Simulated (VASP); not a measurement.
The system is LiH.

```
CELL_PARAMETERS angstrom
0.00000 2.14418 2.14418
2.14418 0.00000 2.14418
2.14418 2.14418 0.00000
ATOMIC_POSITIONS crystal
Li 0.00000 0.00000 0.00000
H 0.25000 0.25000 0.25000
```

Base run:

* Program: VASP 6.6.1
* Functional: r2SCAN
* Potentials or basis: VASP PAW PBE potentials, release 64 (Li_sv, H)
* Cutoff: 520 eV
* k mesh: 10 × 10 × 10
* Occupations: gaussian, width 0.02 eV
* Spin: no spin polarisation

Its results: band gap on the k mesh 4.82 eV (least direct gap 5.85 eV).

Q: The run is repeated on the same cell with these changes: functional from r2SCAN to HSE06; k mesh from 10 × 10 × 10 to 8 × 8 × 8. What comes out?

A: Band gap on the k mesh 5.25 eV (least direct gap 6.42 eV).

Several settings changed at once.

A k mesh can miss the band edges.
